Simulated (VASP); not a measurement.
# MoSe2 (P6_3/mmc) in VASP: single point with r2SCAN

Aim: the single point of MoSe2 with r2SCAN.

All numbers are computed with VASP 6.6.1; they aren't measurements. Logs are shortened: lines on timing, memory, paths and dates and some standing lists are left out, and cuts for length are marked.

## Step 1: The cell of the first run

It takes space group P6_3/mmc (No. 194, hexagonal). Conventional cell: a = 3.276 Å, b = 3.276 Å, c = 12.732 Å, α = 90.00°, β = 90.00°, γ = 120.00°. Within 3.3 Å of Mo (site symmetry -6m2) lie 6 Se at 2.53 Å and 6 Mo at 3.28 Å. Within 3.4 Å of Se (site symmetry 3m) lie 3 Mo at 2.53 Å and 7 Se at 3.28 to 3.35 Å.

## Step 2: Single point, r2SCAN, collinear spin

The input, POSCAR:

```
MoSe2
1.0
    3.2761977964      0.0000000000      0.0000000000
   -1.6380988982      2.8372705195      0.0000000000
    0.0000000000      0.0000000000     12.7317697643
Mo Se
2 4
Direct
    0.3333333333      0.6666666667      0.2500000000
    0.6666666667      0.3333333333      0.7500000000
    0.3333333333      0.6666666667      0.6184761040
    0.6666666667      0.3333333333      0.1184761040
    0.3333333333      0.6666666667      0.8815238960
    0.6666666667      0.3333333333      0.3815238960
```

The input, INCAR.step1:

```
PREC = Accurate ; ENCUT = 550
ISMEAR = 0 ; SIGMA = 0.02
LREAL = False ; LASPH = True
NELM = 200 ; ISPIN = 2
MAGMOM = 1 1 0 0 0 0 ; LMAXMIX = 4
NBANDS = 39 ; GGA = PE
ALGO = Normal ; EDIFF = 1E-5
LWAVE = True ; LCHARG = False
GGA_COMPAT = False
```

The input, INCAR.step2:

```
PREC = Accurate ; ENCUT = 550
EDIFF = 1E-6 ; ISMEAR = 0
SIGMA = 0.02 ; LREAL = False
LASPH = True ; NELM = 200
ALGO = Normal ; ISIF = 2
LWAVE = False ; LCHARG = False
ISPIN = 2 ; MAGMOM = 1 1 0 0 0 0
LORBIT = 11 ; LMAXMIX = 4
METAGGA = R2SCAN ; LMIXTAU = True
NBANDS = 39 ; ISTART = 1
GGA_COMPAT = False
```

The input, KPOINTS:

```
Automatic mesh
0
Gamma
  12 12 2
```

Potentials or basis: VASP PAW PBE potentials, release 64 (Mo_sv, Se).

Run with:

```bash
cat potpaw_PBE.64/Mo_sv/POTCAR potpaw_PBE.64/Se/POTCAR > POTCAR
cp INCAR.step1 INCAR
mpirun -np 1 vasp_std > vasp.out
cp INCAR.step2 INCAR
mpirun -np 1 vasp_std > vasp.out
```

OUTCAR:

```text
PREC = Accurate
   ENCUT = 550
   EDIFF = 1E-6
   ISMEAR = 0
   LREAL = False
   LASPH = True
   NELM = 200
   ISIF = 2
   ISPIN = 2
   LORBIT = 11
   METAGGA = R2SCAN
   ISTART = 1

 ion  position               nearest neighbor table
   1  0.333  0.667  0.250-   4 2.53   6 2.53   4 2.53   6 2.53   4 2.53   6 2.53
   2  0.667  0.333  0.750-   3 2.53   5 2.53   3 2.53   5 2.53   3 2.53   5 2.53
   3  0.333  0.667  0.618-   2 2.53   2 2.53   2 2.53
   4  0.667  0.333  0.118-   1 2.53   1 2.53   1 2.53
   5  0.333  0.667  0.882-   2 2.53   2 2.53   2 2.53
   6  0.667  0.333  0.382-   1 2.53   1 2.53   1 2.53

  LATTYP: Found a hexagonal cell.
 ALAT       =     3.2761977964
 C/A-ratio  =     3.8861419717

  Lattice vectors:

 A1 = (   3.2761977964,   0.0000000000,   0.0000000000)
 A2 = (  -1.6380988982,   2.8372705195,   0.0000000000)
 A3 = (   0.0000000000,   0.0000000000,  12.7317697643)

Analysis of symmetry for initial positions (statically):
=====================================================================
 Subroutine PRICEL returns:
 Original cell was already a primitive cell.

 Routine SETGRP: Setting up the symmetry group for a
 hexagonal supercell.

 Subroutine GETGRP returns: Found 24 space group operations
 (whereof 12 operations were pure point group operations)
 out of a pool of 24 trial point group operations.

The static configuration has the point symmetry D_3d.
 The point group associated with its full space group is D_6h.

Analysis of symmetry for dynamics (positions and initial velocities):
=====================================================================
 Subroutine PRICEL returns:
 Original cell was already a primitive cell.

 Routine SETGRP: Setting up the symmetry group for a
 hexagonal supercell.

 Subroutine GETGRP returns: Found 24 space group operations
 (whereof 12 operations were pure point group operations)
 out of a pool of 24 trial point group operations.

The dynamic configuration has the point symmetry D_3d.
 The point group associated with its full space group is D_6h.

Analysis of structural, dynamic, and magnetic symmetry:
=====================================================================
 Subroutine PRICEL returns:
 Original cell was already a primitive cell.

 Routine SETGRP: Setting up the symmetry group for a
 hexagonal supercell.

 Subroutine GETGRP returns: Found 24 space group operations
 (whereof 12 operations were pure point group operations)
 out of a pool of 24 trial point group operations.

The overall configuration has the point symmetry D_3d.
 The point group associated with its full space group is D_6h.

 Subroutine INISYM returns: Found 24 space group operations
 (whereof 12 operations are pure point group operations),
 and found     1 'primitive' translations

----------------------------------------------------------------------------------------

                                     Primitive cell

  volume of cell :     118.3476

  direct lattice vectors                    reciprocal lattice vectors
     3.276197796  0.000000000  0.000000000     0.305231876  0.176225706  0.000000000
    -1.638098898  2.837270520  0.000000000     0.000000000  0.352451412  0.000000000
     0.000000000  0.000000000 12.731769764     0.000000000  0.000000000  0.078543676

  length of vectors
     3.276197796  3.276197796 12.731769764     0.352451412  0.352451412  0.078543676

  position of ions in fractional coordinates (direct lattice)
     0.333333333  0.666666667  0.250000000
     0.666666667  0.333333333  0.750000000
     0.333333333  0.666666667  0.618476104
     0.666666667  0.333333333  0.118476104
     0.333333333  0.666666667  0.881523896
     0.666666667  0.333333333  0.381523896

  ion indices of the primitive-cell ions
   primitive index   ion index
                 1           1
                 2           2
                 3           3
                 4           4
                 5           5
                 6           6

----------------------------------------------------------------------------------------

 KPOINTS: Automatic mesh

Automatic generation of k-mesh.
 Grid dimensions read from file:
 generate k-points for:   12   12    2

 Generating k-lattice:

  Cartesian coordinates                     Fractional coordinates (reciprocal lattice)
     0.025435990  0.014685475  0.000000000     0.083333333  0.000000000  0.000000000
     0.000000000  0.029370951  0.000000000     0.000000000  0.083333333  0.000000000
     0.000000000  0.000000000  0.039271838     0.000000000  0.000000000  0.500000000

  Length of vectors
     0.029370951  0.029370951  0.039271838

  Shift w.r.t. Gamma in fractional coordinates (k-lattice)
     0.000000000  0.000000000  0.000000000

 Subroutine IBZKPT returns following result:
 ===========================================

 Found     38 irreducible k-points:

 Following reciprocal coordinates:
            Coordinates               Weight
  0.000000  0.000000  0.000000      1.000000
  0.083333  0.000000  0.000000      6.000000
  0.166667  0.000000  0.000000      6.000000
  0.250000  0.000000  0.000000      6.000000
  0.333333  0.000000  0.000000      6.000000
  0.416667  0.000000  0.000000      6.000000
[... 16 lines left out ...]
  0.250000  0.000000  0.500000      6.000000
  0.333333  0.000000  0.500000      6.000000
 [... further k-points ...]
   k-points           NKPTS =     38   k-points in BZ     NKDIM =     38   number of bands    NBANDS=     39
   number of dos      NEDOS =    301   number of ions     NIONS =      6
   total plane-waves  NPLWV =  76832
   dimension x,y,z NGX =    28 NGY =   28 NGZ =   98
   dimension x,y,z NGXF=    56 NGYF=   56 NGZF=  196
   ions per type =               2   4
   NGX,Y,Z   is equivalent  to a cutoff of  14.21, 14.21, 12.80 a.u.
   NGXF,Y,Z  is equivalent  to a cutoff of  28.42, 28.42, 25.59 a.u.
 SYSTEM =  unknown system
   PREC   = accura    normal or accurate (medium, high low for compatibility)
   ISTART =      1    job   : 0-new  1-cont  2-samecut
   ICHARG =      0    charge: 1-file 2-atom 10-const
   ISPIN  =      2    spin polarized calculation?
   LNONCOLLINEAR =      F non collinear calculations
   LSORBIT =      F    spin-orbit coupling
   LASPH  =      T    aspherical Exc in radial PAW
   ENCUT  =  550.0 eV  40.42 Ry    6.36 a.u.   6.26  6.26 24.35*2*pi/ulx,y,z
   NELM   =    200;   NELMIN=  2; NELMDL=  0     # of ELM steps
   EDIFF  = 0.1E-05   stopping-criterion for ELM
   LREAL  =      F    real-space projection
   EDIFFG = 0.1E-04   stopping-criterion for IOM
   NSW    =      0    number of steps for IOM
   IBRION =     -1    ionic relax: 0-MD 1-quasi-New 2-CG
   NFREE  =      0    steps in history (QN), initial steepest desc. (CG)
   ISIF   =      2    stress and relaxation
   ISYM   =      2    0-nonsym 1-usesym 2-fastsym
   POTIM  = 0.5000    time-step for ionic-motion
   TEBEG  =    0.0;   TEEND  =   0.0 temperature during run
   PSTRESS=    0.0 pullay stress
   NELECT =      52.0000    total number of electrons
   NUPDOWN=      -1.0000    fix difference up-down
   EMIN   =  10.00;   EMAX   =-10.00  energy-range for DOS
   EFERMI =   0.00;   METHOD = LEGACY
   ISMEAR =     0;   SIGMA  =   0.02  broadening in eV -4-tet -1-fermi 0-gaus
   EFERMI_NEDOS =   21; number of points for ismear=-14 and -15
   IALGO  =     38    algorithm
   IMIX   =      4    mixing-type and parameters
     AMIX     =   0.40;   BMIX     =  1.00
     AMIX_MAG =   1.60;   BMIX_MAG =  1.00
  volume/ion in A,a.u.               =      19.72       133.11
  Fermi-wavevector in a.u.,A,eV,Ry     =   1.244580  2.351915 21.075136  1.548979
  Thomas-Fermi vector in A             =   2.378840
   LORBIT       =     11    0 simple, 1 ext, 2 COOP (PROOUT), +10 PAW based schemes
   METAGGA = R2SCAN    functional components
   LHFCALC =     F    Hartree Fock is set to
   AEXX    =    0.0000 exact exchange contribution
   IVDW    =     0    specifies the selected vdW correction
   LEPSILON=     F    determine dielectric tensor
   LRPA    =     F    only Hartree local field effects (RPA)
 spin polarized calculation
 Gauss-broadening in eV      SIGMA  =   0.02
  energy-cutoff  :      550.00
  volume of cell :      118.35
 maximum number of plane-waves:      3517
 NGX is ok and might be reduce to    28
   NGX = 13   NGY = 13   NGZ = 49

 number of electron      51.9999997 magnetization       0.0000000

 Free energy of the ion-electron system (eV)
  ---------------------------------------------------
  ext. energy  EPLUGINS =         0.00000000
  ---------------------------------------------------
  free energy    TOTEN  =      -113.77259985 eV

  energy without entropy =     -113.77259985  energy(sigma->0) =     -113.77259985

 E-fermi :   6.7158     XC(G=0): -11.4681

 val. band max:        6.5860955749   @ k =   0.0000   0.0000   0.0000
 cond. band min:       7.4700032616   @ k =   0.1667   0.1667   0.0000
 fundamental gap:      0.8839076867
 Fermi energy:         6.7158199757

 spin component 1

 k-point     1 :       0.0000    0.0000    0.0000
  band No.  band energies     occupation
      1     -56.5986      1.00000
      2     -56.5986      1.00000
      3     -30.0411      1.00000
      4     -30.0410      1.00000
      5     -29.8378      1.00000
      6     -29.8378      1.00000
[... 30 lines left out ...]
     37      15.1904      0.00000
     38      15.8074      0.00000

 k-point     2 :       0.0833    0.0000    0.0000
  band No.  band energies     occupation
      1     -56.5967      1.00000
      2     -56.5967      1.00000
      3     -30.0368      1.00000
      4     -30.0367      1.00000
      5     -29.8581      1.00000
      6     -29.8581      1.00000
[... 30 lines left out ...]
     37      15.7219      0.00000
     38      15.7562      0.00000
[... 859 lines left out ...]
     37      15.3366      0.00000
     38      15.3366      0.00000

 k-point    24 :       0.3333    0.0000    0.5000
  band No.  band energies     occupation
      1     -56.5771      1.00000
      2     -56.5771      1.00000
      3     -30.0615      1.00000
      4     -30.0615      1.00000
      5     -29.9926      1.00000
      6     -29.9926      1.00000
[... 30 lines left out ...]
     37      14.8971      0.00000
     38      14.8971      0.00000

 [... further k-points ...]

 spin component 2

 k-point     1 :       0.0000    0.0000    0.0000
  band No.  band energies     occupation
      1     -56.5986      1.00000
      2     -56.5986      1.00000
      3     -30.0411      1.00000
      4     -30.0410      1.00000
      5     -29.8378      1.00000
      6     -29.8378      1.00000
[... 30 lines left out ...]
     37      15.1904      0.00000
     38      15.8074      0.00000

 k-point     2 :       0.0833    0.0000    0.0000
  band No.  band energies     occupation
      1     -56.5967      1.00000
      2     -56.5967      1.00000
      3     -30.0368      1.00000
      4     -30.0367      1.00000
      5     -29.8581      1.00000
      6     -29.8581      1.00000
[... 30 lines left out ...]
     37      15.7219      0.00000
     38      15.7562      0.00000
[... 859 lines left out ...]
     37      15.3366      0.00000
     38      15.3366      0.00000

 k-point    24 :       0.3333    0.0000    0.5000
  band No.  band energies     occupation
      1     -56.5771      1.00000
      2     -56.5771      1.00000
      3     -30.0615      1.00000
      4     -30.0615      1.00000
      5     -29.9926      1.00000
      6     -29.9926      1.00000
[... 30 lines left out ...]
     37      14.8971      0.00000
     38      14.8971      0.00000

 [... further k-points ...]

 [bands above 38 left out]

------------------------ aborting loop because EDIFF is reached ----------------------------------------

  FORCE on cell =-STRESS in cart. coord.  units (eV):
  Direction    XX          YY          ZZ          XY          YZ          ZX
  --------------------------------------------------------------------------------------
  -------------------------------------------------------------------------------------
  Total        2.6215728      2.6215728      1.3204271      0.0000000      0.0000000      0.0000000
  in kB       35.4905611     35.4905611     17.8757949      0.0000000      0.0000000      0.0000000
  external PRESSURE =      29.6189724 kB  Pullay stress =       0.0000000 kB

 VOLUME and BASIS-vectors are now :
 -----------------------------------------------------------------------------
  energy-cutoff  :      550.00
  volume of cell :      118.35
      direct lattice vectors                 reciprocal lattice vectors
     3.276197796  0.000000000  0.000000000     0.305231876  0.176225706  0.000000000
    -1.638098898  2.837270520  0.000000000     0.000000000  0.352451412  0.000000000
     0.000000000  0.000000000 12.731769764     0.000000000  0.000000000  0.078543676

 POSITION                                       TOTAL-FORCE (eV/Angst)
 -----------------------------------------------------------------------------------
     -0.00000      1.89151      3.18294        -0.000000     -0.000000     -0.000000
      1.63810      0.94576      9.54883         0.000000      0.000000     -0.000000
     -0.00000      1.89151      7.87430         0.000000     -0.000000      0.240373
      1.63810      0.94576      1.50841         0.000000      0.000000      0.240373
     -0.00000      1.89151     11.22336         0.000000     -0.000000     -0.240373
      1.63810      0.94576      4.85747         0.000000      0.000000     -0.240373
 -----------------------------------------------------------------------------------
    total drift:                               -0.000000      0.000000     -0.000000

  FREE ENERGIE OF THE ION-ELECTRON SYSTEM (eV)
  ---------------------------------------------------
  free  energy   TOTEN  =      -113.7725998469 eV

  energy  without entropy=     -113.7725998469  energy(sigma->0) =     -113.77259985

 total charge

# of ion       s       p       d       tot
------------------------------------------
    1        2.267   6.189   3.917  12.372
    2        2.267   6.189   3.917  12.372
    3        1.480   2.380   0.066   3.926
    4        1.480   2.380   0.066   3.926
    5        1.480   2.380   0.066   3.926
    6        1.480   2.380   0.066   3.926
--------------------------------------------------
tot         10.455  21.896   8.099  40.451

 magnetization (x)

# of ion       s       p       d       tot
------------------------------------------
    1        0.000   0.000  -0.000  -0.000
    2        0.000   0.000  -0.000  -0.000
    3       -0.000  -0.000   0.000  -0.000
    4       -0.000  -0.000   0.000  -0.000
    5       -0.000  -0.000   0.000  -0.000
    6       -0.000  -0.000   0.000  -0.000
--------------------------------------------------
tot         -0.000  -0.000  -0.000  -0.000
```

It took 35 min on 1 thread of AMD EPYC 7R43 (Zen 3), shared host; peak memory 0.48 GiB.

What came out:

* Free energy: -113.7726 eV
* Pressure: 3.0 GPa
* Largest force: 0.240 eV/Å
* Band gap on the k mesh: 0.88 eV (least direct gap 1.57 eV)
* Net moment: 0.00 μB per cell
* Valence electrons inside the program's atomic spheres: Mo 12.37; Se 3.93

Forces in eV/Å, atoms in the order of the input:
```
Mo   0.000  0.000  0.000
Mo   0.000  0.000  0.000
Se   0.000  0.000  0.240
Se   0.000  0.000  0.240
Se   0.000  0.000 -0.240
Se   0.000  0.000 -0.240
```

Stress tensor (GPa, compression positive):
```
3.55 0.00 0.00
0.00 3.55 0.00
0.00 0.00 1.79
```

Caveat: the PAW data sets were made with another functional, which shifts forces and pressure a little. r2SCAN opens gaps a little over a GGA but as a rule still falls short of measured ones.
